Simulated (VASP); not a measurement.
Crystal: Mg2Si3N.

```
Mg Si N
1.0
     3.07836    0.00000    0.00000
     0.00000    3.97560    0.00000
     0.00000    0.00000    7.88422
Mg Si N
2 3 1
Direct
  0.50000 0.50000 0.29039
  0.50000 0.50000 0.70961
  0.50000 0.00000 0.50000
  0.50000 0.00000 0.00000
  0.00000 0.50000 0.00000
  0.00000 0.50000 0.50000
```

```yaml
Program: VASP 6.6.1
Task: relaxation of cell and atoms
Functional: PBE
Potentials_or_basis: VASP PAW PBE potentials, release 64 (Mg, Si, N)
Cutoff: 600 eV
k_mesh: 12 × 10 × 6
Occupations: gaussian, width 0.1 eV
Spin: no spin polarisation
```

At the start: pressure -0.3 GPa; volume 16.08 Å³/atom.

Q: Where does the relaxation end?

A: Over 7 steps the energy falls by 2.6 meV/atom and the volume is 16.07 Å³/atom (-0.1 %); space group Pmmm (No. 47, to 0.05 Å).

The path:
```csv
step,energy change (eV),largest force (eV/Å),pressure (GPa),volume (Å³)
1,0.0000,0.1348,-0.28,96.49
2,-0.0073,0.1242,0.01,96.09
3,-0.0120,0.0944,0.49,95.53
4,-0.0150,0.0617,0.03,96.21
5,-0.0153,0.0447,-0.18,96.56
6,-0.0157,0.0174,0.04,96.40
7,-0.0157,0.0032,-0.01,96.44
```

Final structure:
```
CELL_PARAMETERS angstrom
3.04399 0.00000 0.00000
0.00000 4.04899 0.00000
0.00000 0.00000 7.82445
ATOMIC_POSITIONS crystal
Mg 0.50000 0.50000 0.29454
Mg 0.50000 0.50000 0.70546
Si 0.50000 0.00000 0.50000
Si 0.50000 0.00000 0.00000
Si 0.00000 0.50000 0.00000
N 0.00000 0.50000 0.50000
```
